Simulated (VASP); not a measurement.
Runs of VASP 6.6.1 on GeP5. The structure is that of space group I4/mmm (No. 139), or close to it. The cells are those of the table. 

```tsv
task	cell	k mesh	cutoff (eV)	gap on the mesh (eV)	pressure (GPa)	relaxed volume (Å³/atom)	largest force (eV/Å)
relaxation of cell and atoms	relaxed from a = 5.819 Å, angles 118.9, 118.9, 91.9°, 6 atoms	4 × 4 × 4	600	none	0.1	(b)	0.02
single point	a = 5.910 Å, angles 132.5, 132.5, 69.4°, 6 atoms	6 × 6 × 6	520	none	-0.2	-	0.05
single point	a = 5.894 Å, angles 132.5, 132.5, 69.4°, 6 atoms	12 × 12 × 12	520	none	(a)	-	0.05
single point	a = 5.769 Å, angles 129.7, 129.7, 73.8°, 6 atoms	4 × 4 × 4	520	none	0.1	-	0.03
relaxation of cell and atoms	relaxed from a = 5.769 Å, angles 129.7, 129.7, 73.8°, 6 atoms	6 × 6 × 6	600	none	0.0	18.34	0.01
```

Alike in all rows: level PBE; potentials or basis VASP PAW PBE potentials, release 64 (Ge_d, P); no spin polarisation; smearing gaussian 0.1 eV.

Q: Fill in the values left out.

A: (a) -0.1; (b) 18.08.

Caveats: some runs use coarse meshes; the volume moved by over 15 % at a fixed basis, so the end points are rough (some runs).

A k mesh can miss the band edges, and the runs leave out spin-orbit coupling on Ge.

A gap of «none» marks levels without a gap at the run's occupations.
